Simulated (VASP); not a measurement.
# Ga8AsP6 (a cell with a defect) in VASP: a series of runs, part 2 of 2

VASP 6.6.1. The steps go on from the part before.

### 3 Single point, PBE

INCAR

```
SYSTEM = Ga8AsP6
ALGO = Normal
EDIFF = 1E-6
ENCUT = 520
GGA = PE
ISIF = 2
ISMEAR = 0
LASPH = .TRUE.
LCHARG = .FALSE.
LREAL = Auto
LWAVE = .FALSE.
NBANDS = 82
NELM = 100
PREC = Accurate
SIGMA = 0.02
```

KPOINTS

```
k-points
0
G
  2 2 2
  0 0 0
```

POSCAR

```
Ga8AsP6
1.0
   -5.5051169764      5.5051169764      0.0000000000
   -5.5051169764      0.0000000000      5.5051169764
    0.0000000000      5.5051169764      5.5051169764
Ga As P
8 1 6
Direct
    1.0480678294      0.9577569419      0.4577559407
    0.4512567146      1.0541594347      0.5541595234
    0.9738635024      0.5097140555      0.4995093677
    0.9738631391      0.9995085524      0.0097190487
    0.5280690696      0.5096033403      0.4995577772
    0.5280717036      0.9995575977      0.0096017033
    1.0138563856      0.4916783806     -0.0083229839
    0.4951734017      0.5103874290      0.0103864278
    0.6688778850      0.8365077472      0.3365089258
    0.9065274219      0.3343720956      0.3637218807
    0.9065296017      0.8637228819      0.8343714620
    0.3533161981      0.4180172755      0.3864708069
    0.3533171063      0.8864712632      0.9180171869
    0.8678543109      0.3767615673      0.8767612969
    0.3896892671      0.3767814578      0.8767815508
```

Potentials or basis: VASP PAW PBE potentials, release 64 (Ga_d, As, P).

Started as:

```console
cat potpaw_PBE.64/Ga_d/POTCAR potpaw_PBE.64/As/POTCAR potpaw_PBE.64/P/POTCAR > POTCAR
mpirun -np 1 vasp_std > vasp.out
```

OUTCAR:

```text
SYSTEM = Ga8AsP6
   EDIFF = 1E-6
   ENCUT = 520
   GGA = PE
   ISIF = 2
   ISMEAR = 0
   LASPH = .TRUE.
   LREAL = Auto
   NELM = 100
   PREC = Accurate

 ion  position               nearest neighbor table
   1  0.048  0.958  0.458-  10 2.40  11 2.40
   2  0.451  0.054  0.554-  13 2.33  12 2.33   9 2.40
   3  0.974  0.510  0.500-  14 2.40  12 2.44  10 2.44   9 2.73
   4  0.974  1.000  0.010-  14 2.40  13 2.44  11 2.44   9 2.73
   5  0.528  0.510  0.500-  15 2.40  12 2.44  10 2.44   9 2.73
   6  0.528  1.000  0.010-  15 2.40  13 2.44  11 2.44   9 2.73
   7  0.014  0.492  0.992-  11 2.38  10 2.38  14 2.39  15 2.39
   8  0.495  0.510  0.010-  14 2.37  15 2.37  13 2.40  12 2.40
   9  0.669  0.837  0.337-   2 2.40   5 2.73   6 2.73   4 2.73   3 2.73
[... 728 lines left out ...]
    -5.505116976  0.000000000  5.505116976    -0.090824591 -0.090824591  0.090824591
     0.000000000  5.505116976  5.505116976     0.090824591  0.090824591  0.090824591

 POSITION                                       TOTAL-FORCE (eV/Angst)
 -----------------------------------------------------------------------------------
     -5.53718      2.78462      7.79256         0.000693     -0.000693     -0.006565
     -2.78238      5.53493      3.34887         0.000621     -0.000621      0.017628
     -8.16727      8.11109      5.55589         0.001013      0.001360      0.001420
    -10.86364      5.41473      5.55592        -0.001360     -0.001013      0.001420
     -5.71251      5.65721      5.55555         0.001774     -0.000024      0.001233
     -8.40978      2.95996      5.55554         0.000024     -0.001774      0.001233
     -2.78303      5.53558      8.16604        -0.000461      0.000461      0.003714
     -5.53573      2.78317      2.86692         0.000220     -0.000220     -0.002670
     -8.28732      5.53477      6.45759         0.000706     -0.000706     -0.009980
     -6.83130      6.99287      3.84309        -0.002132      0.000650     -0.000823
     -9.74545      9.58386      9.34821        -0.000650      0.002132     -0.000823
     -4.24628      4.07261      4.42880         0.001727      0.002886     -0.002862
     -6.82518      6.99884      9.93392        -0.002886     -0.001727     -0.002862
     -6.85176      9.60431      6.90079        -0.000784      0.000784     -0.000211
     -4.21951      6.97207      6.90101         0.001495     -0.001495      0.000147
 -----------------------------------------------------------------------------------
    total drift:                                0.008420      0.014394      0.000110

  FREE ENERGIE OF THE ION-ELECTRON SYSTEM (eV)
  ---------------------------------------------------
  free  energy   TOTEN  =       -62.2267467697 eV

  energy  without entropy=      -62.2239258444  energy(sigma->0) =      -62.22533631
```

OSZICAR:

```text
N       E                     dE             d eps       ncg     rms          rms(c)
DAV:   1     0.149548063254E+04    0.14955E+04   -0.59872E+04  1080   0.249E+03
DAV:   2     0.271242959224E+03   -0.12242E+04   -0.11849E+04   992   0.718E+02
DAV:   3    -0.349182445271E+02   -0.30616E+03   -0.29208E+03  1206   0.225E+02
DAV:   4    -0.623179860000E+02   -0.27400E+02   -0.26853E+02  1140   0.654E+01
DAV:   5    -0.641481234648E+02   -0.18301E+01   -0.18204E+01  1424   0.173E+01    0.106E+01
DAV:   6    -0.623170812685E+02    0.18310E+01   -0.43601E+00  1372   0.150E+01    0.614E+00
DAV:   7    -0.622240822601E+02    0.92999E-01   -0.18749E+00  1136   0.500E+00    0.269E+00
DAV:   8    -0.622213743199E+02    0.27079E-02   -0.31133E-01  1208   0.680E+00    0.833E-01
DAV:   9    -0.622255033996E+02   -0.41291E-02   -0.56419E-02  1152   0.252E+00    0.214E-01
DAV:  10    -0.622258863891E+02   -0.38299E-03   -0.12780E-02  1344   0.135E+00    0.132E-01
DAV:  11    -0.622264295429E+02   -0.54315E-03   -0.41972E-03  1144   0.777E-01    0.634E-02
DAV:  12    -0.622266451472E+02   -0.21560E-03   -0.14869E-03  1120   0.510E-01    0.300E-02
DAV:  13    -0.622267140947E+02   -0.68947E-04   -0.54138E-04  1240   0.254E-01    0.177E-02
DAV:  14    -0.622267356887E+02   -0.21594E-04   -0.18833E-04  1120   0.152E-01    0.815E-03
DAV:  15    -0.622267427891E+02   -0.71003E-05   -0.68507E-05  1128   0.871E-02    0.418E-03
DAV:  16    -0.622267453242E+02   -0.25351E-05   -0.29622E-05   992   0.503E-02    0.277E-03
DAV:  17    -0.622267466821E+02   -0.13579E-05   -0.14935E-05  1184   0.260E-02    0.823E-04
DAV:  18    -0.622267467697E+02   -0.87617E-07   -0.56270E-07   664   0.632E-03
   1 F= -.62226747E+02 E0= -.62225336E+02  d E =-.282093E-02
```

stdout:

```text
POSCAR found type information on POSCAR GaAsP
 POSCAR found :  3 types and      15 ions
 scaLAPACK will be used
 LDA part: xc-table for (Slater+PW92), standard interpolation
 POSCAR, INCAR and KPOINTS ok, starting setup
 FFT: planning ... GRIDC
 FFT: planning ... GRID_SOFT
 FFT: planning ... GRID
 WAVECAR not read
 entering main loop
```

It took 5.8 min on 1 thread of AMD EPYC 7R13 (Zen 3), shared host; peak memory 0.5 GiB.

What came out:

| Quantity | Value |
| --- | --- |
| Free energy | -62.2267 eV |
| Pressure | -1.0 GPa |
| Largest force | 0.018 eV/Å |
| Band gap on the k mesh | zero (an odd number of electrons rules out a gap without spin polarisation) |

Forces on the atoms (eV/Å):
```
Ga   0.001 -0.001 -0.007
Ga   0.001 -0.001  0.018
Ga   0.001  0.001  0.001
Ga  -0.001 -0.001  0.001
Ga   0.002  0.000  0.001
Ga   0.000 -0.002  0.001
Ga   0.000  0.000  0.004
Ga   0.000  0.000 -0.003
As   0.001 -0.001 -0.010
P   -0.002  0.001 -0.001
P   -0.001  0.002 -0.001
P    0.002  0.003 -0.003
P   -0.003 -0.002 -0.003
P   -0.001  0.001  0.000
P    0.001 -0.001  0.000
```

Levels at points of the mesh, in eV from the Fermi level:
```
           k point  band 66  band 67  band 68  band 69  band 70  band 71  band 72  band 73
(0.00, 0.00, 0.00)    -1.39    -0.99    -0.94    -0.84     0.80     0.95     0.96     1.03
(0.50, 0.00, 0.00)    -1.74    -1.68    -0.98    -0.60     0.00     1.17     1.24     1.60
(0.00, 0.50, 0.00)    -1.74    -1.21    -1.21    -0.83    -0.65     0.97     1.43     1.62
(0.50, 0.50, 0.50)    -1.74    -1.69    -0.98    -0.60     0.00     1.17     1.24     1.60
(0.50, 0.50, 0.00)    -1.83    -1.71    -1.54    -0.21     0.11     0.57     1.00     2.01
(0.00, 0.50, 0.50)    -1.80    -1.51    -1.34    -1.27    -0.29     0.81     1.19     1.67
```

Caveat: the k points lie up to 0.49 Å⁻¹ apart, too coarse for converged energies and pressures of a metal.
